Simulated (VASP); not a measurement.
# GaN (P6_3mc) in VASP: further runs

The runs below take GaN through single point, with PBE.

Program: VASP 6.6.1. These are calculated values, not measurements. Logs are shortened: lines on timing, memory, paths and dates and some standing lists are left out, and cuts for length are marked.

## (1) The cell of the first run

It takes space group P6_3mc (No. 186, hexagonal). The conventional cell has a = 3.154 Å, b = 3.154 Å, c = 5.291 Å, α = 90.00°, β = 90.00°, γ = 120.00°. Within 2.6 Å of Ga (site symmetry 3m) lie 4 N at 1.94 to 1.97 Å. Within 2.6 Å of N (site symmetry 3m) lie 4 Ga at 1.94 to 1.97 Å.

## (2) Single point, PBE

INCAR reads:

```
PREC     = Accurate       # precision mode
ENCUT    = 520            # plane-wave cutoff, eV
EDIFF    = 1E-7           # SCF threshold, eV
ISMEAR   = 0              # smearing method
SIGMA    = 0.02           # smearing width, eV
LREAL    = False          # projectors in reciprocal space
LASPH    = True           # aspherical terms in the spheres
NELM     = 60             # most SCF steps
ALGO     = Normal         # electronic algorithm
ISIF     = 2              # what is computed and relaxed
LWAVE    = False          # write WAVECAR
LCHARG   = True           # write CHGCAR
GGA      = PE             # functional
LELF     = True           # ELF
LVHAR    = True         
NBANDS   = 26             # bands
```

KPOINTS reads:

```
regular mesh
0
Gamma
  12 12 6
```

POSCAR reads:

```
GaN
1.0
    3.1540034014      0.0000000000      0.0000000000
   -1.5770017007      2.7314470692      0.0000000000
    0.0000000000      0.0000000000      5.2909917358
Ga N
2 2
Direct
    0.6666666667      0.3333333333      0.5015609224
    0.3333333333      0.6666666667      1.0015609224
    0.6666666667      0.3333333333      0.8734390776
    0.3333333333      0.6666666667      0.3734390776
```

Potentials or basis: VASP PAW PBE potentials, release 64 (Ga_d, N).

Command:

```console
$ cat potpaw_PBE.64/Ga_d/POTCAR potpaw_PBE.64/N/POTCAR > POTCAR
$ mpirun -np 1 vasp_std > vasp.out
```

OUTCAR:

```text
PREC = Accurate
   ENCUT = 520
   EDIFF = 1E-7
   ISMEAR = 0
   LREAL = False
   LASPH = True
   NELM = 60
   ISIF = 2
   GGA = PE

 ion  position               nearest neighbor table
   1  0.667  0.333  0.502-   4 1.94   4 1.94   4 1.94   3 1.97
   2  0.333  0.667  0.002-   3 1.94   3 1.94   3 1.94   4 1.97
   3  0.667  0.333  0.873-   2 1.94   2 1.94   2 1.94   1 1.97
   4  0.333  0.667  0.373-   1 1.94   1 1.94   1 1.94   2 1.97

  LATTYP: Found a hexagonal cell.
 ALAT       =     3.1540034014
 C/A-ratio  =     1.6775478852

  Lattice vectors:

 A1 = (   3.1540034014,   0.0000000000,   0.0000000000)
 A2 = (  -1.5770017007,   2.7314470692,   0.0000000000)
 A3 = (   0.0000000000,   0.0000000000,   5.2909917358)

Analysis of symmetry for initial positions (statically):
=====================================================================
 Subroutine PRICEL returns:
 Original cell was already a primitive cell.

 Routine SETGRP: Setting up the symmetry group for a
 hexagonal supercell.

 Subroutine GETGRP returns: Found 12 space group operations
 (whereof  6 operations were pure point group operations)
 out of a pool of 24 trial point group operations.

The static configuration has the point symmetry C_3v.
 The point group associated with its full space group is C_6v.

Analysis of symmetry for dynamics (positions and initial velocities):
=====================================================================
 Subroutine PRICEL returns:
 Original cell was already a primitive cell.

 Routine SETGRP: Setting up the symmetry group for a
 hexagonal supercell.

 Subroutine GETGRP returns: Found 12 space group operations
 (whereof  6 operations were pure point group operations)
 out of a pool of 24 trial point group operations.

The dynamic configuration has the point symmetry C_3v.
 The point group associated with its full space group is C_6v.

 Subroutine INISYM returns: Found 12 space group operations
 (whereof  6 operations are pure point group operations),
 and found     1 'primitive' translations

----------------------------------------------------------------------------------------

                                     Primitive cell

  volume of cell :      45.5819

  direct lattice vectors                    reciprocal lattice vectors
     3.154003401  0.000000000  0.000000000     0.317057363  0.183053154  0.000000000
    -1.577001701  2.731447069  0.000000000     0.000000000  0.366106307  0.000000000
     0.000000000  0.000000000  5.290991736     0.000000000  0.000000000  0.189000484

  length of vectors
     3.154003401  3.154003401  5.290991736     0.366106307  0.366106307  0.189000484

  position of ions in fractional coordinates (direct lattice)
     0.666666667  0.333333333  0.501560922
     0.333333333  0.666666667  0.001560922
     0.666666667  0.333333333  0.873439078
     0.333333333  0.666666667  0.373439078

  ion indices of the primitive-cell ions
   primitive index   ion index
                 1           1
                 2           2
                 3           3
                 4           4

----------------------------------------------------------------------------------------

 KPOINTS: regular mesh

Automatic generation of k-mesh.
 Grid dimensions read from file:
 generate k-points for:   12   12    6

 Generating k-lattice:

  Cartesian coordinates                     Fractional coordinates (reciprocal lattice)
     0.026421447  0.015254429  0.000000000     0.083333333  0.000000000  0.000000000
     0.000000000  0.030508859  0.000000000     0.000000000  0.083333333  0.000000000
     0.000000000  0.000000000  0.031500081     0.000000000  0.000000000  0.166666667

  Length of vectors
     0.030508859  0.030508859  0.031500081

  Shift w.r.t. Gamma in fractional coordinates (k-lattice)
     0.000000000  0.000000000  0.000000000

 Subroutine IBZKPT returns following result:
 ===========================================

 Found     76 irreducible k-points:

 Following reciprocal coordinates:
            Coordinates               Weight
  0.000000  0.000000  0.000000      1.000000
  0.083333  0.000000  0.000000      6.000000
  0.166667 -0.000000  0.000000      6.000000
  0.250000  0.000000  0.000000      6.000000
  0.333333 -0.000000  0.000000      6.000000
  0.416667 -0.000000  0.000000      6.000000
[... 16 lines left out ...]
  0.250000  0.000000  0.166667     12.000000
  0.333333 -0.000000  0.166667     12.000000
 [... further k-points ...]
   k-points           NKPTS =     76   k-points in BZ     NKDIM =     76   number of bands    NBANDS=     26
   number of dos      NEDOS =    301   number of ions     NIONS =      4
   total plane-waves  NPLWV =  23040
   dimension x,y,z NGX =    24 NGY =   24 NGZ =   40
   dimension x,y,z NGXF=    48 NGYF=   48 NGZF=   80
   ions per type =               2   2
   NGX,Y,Z   is equivalent  to a cutoff of  12.65, 12.65, 12.57 a.u.
   NGXF,Y,Z  is equivalent  to a cutoff of  25.30, 25.30, 25.14 a.u.
 SYSTEM =  unknown system
   PREC   = accura    normal or accurate (medium, high low for compatibility)
   ISTART =      0    job   : 0-new  1-cont  2-samecut
   ICHARG =      2    charge: 1-file 2-atom 10-const
   ISPIN  =      1    spin polarized calculation?
   LNONCOLLINEAR =      F non collinear calculations
   LSORBIT =      F    spin-orbit coupling
   LASPH  =      T    aspherical Exc in radial PAW
   ENCUT  =  520.0 eV  38.22 Ry    6.18 a.u.   5.86  5.86  9.84*2*pi/ulx,y,z
   NELM   =     60;   NELMIN=  2; NELMDL= -5     # of ELM steps
   EDIFF  = 0.1E-06   stopping-criterion for ELM
   LREAL  =      F    real-space projection
   EDIFFG = 0.1E-05   stopping-criterion for IOM
   NSW    =      0    number of steps for IOM
   IBRION =     -1    ionic relax: 0-MD 1-quasi-New 2-CG
   NFREE  =      0    steps in history (QN), initial steepest desc. (CG)
   ISIF   =      2    stress and relaxation
   ISYM   =      2    0-nonsym 1-usesym 2-fastsym
   POTIM  = 0.5000    time-step for ionic-motion
   TEBEG  =    0.0;   TEEND  =   0.0 temperature during run
   PSTRESS=    0.0 pullay stress
   NELECT =      36.0000    total number of electrons
   NUPDOWN=      -1.0000    fix difference up-down
   EMIN   =  10.00;   EMAX   =-10.00  energy-range for DOS
   EFERMI =   0.00;   METHOD = LEGACY
   ISMEAR =     0;   SIGMA  =   0.02  broadening in eV -4-tet -1-fermi 0-gaus
   EFERMI_NEDOS =   21; number of points for ismear=-14 and -15
   IALGO  =     38    algorithm
   IMIX   =      4    mixing-type and parameters
     AMIX     =   0.40;   BMIX     =  1.00
     AMIX_MAG =   1.60;   BMIX_MAG =  1.00
  volume/ion in A,a.u.               =      11.40        76.90
  Fermi-wavevector in a.u.,A,eV,Ry     =   1.513253  2.859634 31.156468  2.289936
  Thomas-Fermi vector in A             =   2.623069
   LORBIT       =      0    0 simple, 1 ext, 2 COOP (PROOUT), +10 PAW based schemes
   GGA     = PE    functional components
   LHFCALC =     F    Hartree Fock is set to
   AEXX    =    0.0000 exact exchange contribution
   IVDW    =     0    specifies the selected vdW correction
   LEPSILON=     F    determine dielectric tensor
   LRPA    =     F    only Hartree local field effects (RPA)
 non-spin polarized calculation
 Gauss-broadening in eV      SIGMA  =   0.02
  energy-cutoff  :      520.00
  volume of cell :       45.58
 maximum number of plane-waves:      1254
 NGX is ok and might be reduce to    24
   NGX = 11   NGY = 11   NGZ = 19

 number of electron      36.0000008 magnetization

 Free energy of the ion-electron system (eV)
  ---------------------------------------------------
  ext. energy  EPLUGINS =         0.00000000
  ---------------------------------------------------
  free energy    TOTEN  =       -24.27743953 eV

  energy without entropy =      -24.27743953  energy(sigma->0) =      -24.27743953

 E-fermi :   5.5609     XC(G=0): -11.6854

 val. band max:        5.4074659773   @ k =   0.0000   0.0000   0.0000
 cond. band min:       7.2014951166   @ k =   0.0000   0.0000   0.0000
 fundamental gap:      1.7940291393
 Fermi energy:         5.5609118728

 k-point     1 :       0.0000    0.0000    0.0000
  band No.  band energies     occupation
      1     -10.6532      2.00000
      2      -9.7394      2.00000
      3      -8.1105      2.00000
      4      -8.0875      2.00000
      5      -8.0875      2.00000
      6      -8.0298      2.00000
[... 18 lines left out ...]
     25      17.2494      0.00000
     26      17.2494      0.00000

 k-point     2 :       0.0833    0.0000    0.0000
  band No.  band energies     occupation
      1     -10.5826      2.00000
      2      -9.7198      2.00000
      3      -8.1023      2.00000
      4      -8.0767      2.00000
      5      -8.0666      2.00000
      6      -8.0220      2.00000
[... 18 lines left out ...]
     25      16.8360      0.00000
     26      17.3920      0.00000

 k-point     3 :       0.1667   -0.0000    0.0000
  band No.  band energies     occupation
      1     -10.3906      2.00000
      2      -9.6717      2.00000
      3      -8.0769      2.00000
      4      -8.0504      2.00000
      5      -8.0100      2.00000
      6      -7.9801      2.00000
[... 18 lines left out ...]
     25      16.6324      0.00000
     26      17.7232      0.00000

 k-point     4 :       0.2500    0.0000    0.0000
  band No.  band energies     occupation
      1     -10.1379      2.00000
      2      -9.6191      2.00000
      3      -8.0507      2.00000
      4      -8.0238      2.00000
      5      -7.9646      2.00000
      6      -7.9241      2.00000
[... 18 lines left out ...]
     25      16.9221      0.00000
     26      17.7477      0.00000
[... 496 lines left out ...]
      1     -10.3244      2.00000
      2      -9.6964      2.00000
      3      -8.0711      2.00000
      4      -8.0468      2.00000
      5      -8.0121      2.00000
      6      -7.9829      2.00000
[... 18 lines left out ...]
     25      16.3402      0.00000
     26      17.5345      0.00000

 k-point    23 :       0.2500    0.0000    0.1667
  band No.  band energies     occupation
      1     -10.0854      2.00000
      2      -9.6344      2.00000
      3      -8.0496      2.00000
      4      -8.0175      2.00000
      5      -7.9767      2.00000
      6      -7.9310      2.00000
[... 18 lines left out ...]
     25      16.4814      0.00000
     26      18.0355      0.00000

 k-point    24 :       0.3333   -0.0000    0.1667
  band No.  band energies     occupation
      1      -9.8752      2.00000
      2      -9.5883      2.00000
      3      -8.0406      2.00000
      4      -8.0004      2.00000
      5      -7.9494      2.00000
      6      -7.8817      2.00000
[... 18 lines left out ...]
     25      16.7194      0.00000
     26      18.3570      0.00000

 [... further k-points ...]
[... 5 lines left out ...]
  --------------------------------------------------------------------------------------
  -------------------------------------------------------------------------------------
  Total        2.4745300      2.4745300      0.0124195      0.0000000      0.0000000      0.0000000
  in kB       86.9783737     86.9783737      0.4365379      0.0000000      0.0000000      0.0000000
  external PRESSURE =      58.1310951 kB  Pullay stress =       0.0000000 kB

 VOLUME and BASIS-vectors are now :
 -----------------------------------------------------------------------------
  energy-cutoff  :      520.00
  volume of cell :       45.58
      direct lattice vectors                 reciprocal lattice vectors
     3.154003401  0.000000000  0.000000000     0.317057363  0.183053154  0.000000000
    -1.577001701  2.731447069  0.000000000     0.000000000  0.366106307  0.000000000
     0.000000000  0.000000000  5.290991736     0.000000000  0.000000000  0.189000484

 POSITION                                       TOTAL-FORCE (eV/Angst)
 -----------------------------------------------------------------------------------
      1.57700      0.91048      2.65375        -0.000000      0.000000     -0.002135
     -0.00000      1.82096      0.00826         0.000000     -0.000000     -0.002135
      1.57700      0.91048      4.62136        -0.000000      0.000000      0.002135
     -0.00000      1.82096      1.97586         0.000000     -0.000000      0.002135
 -----------------------------------------------------------------------------------
    total drift:                               -0.000001     -0.000002     -0.000561

  FREE ENERGIE OF THE ION-ELECTRON SYSTEM (eV)
  ---------------------------------------------------
  free  energy   TOTEN  =       -24.2774395330 eV

  energy  without entropy=      -24.2774395330  energy(sigma->0) =      -24.27743953
```

It took 66 s on 1 thread of Intel Xeon Platinum 8124M at 3.00GHz (Skylake/Cascade Lake), shared host; peak memory 0.21 GiB.

What came out:

* Free energy: -24.2774 eV
* Pressure: 5.8 GPa
* Band gap on the k mesh: 1.79 eV, direct

Forces in eV/Å, atoms in the order of the input:
```
Ga   0.000  0.000 -0.002
Ga   0.000  0.000 -0.002
N    0.000  0.000  0.002
N    0.000  0.000  0.002
```

Stress tensor (GPa, compression positive):
```
8.70 0.00 0.00
0.00 8.70 0.00
0.00 0.00 0.04
```

[end of part 1 of 2]
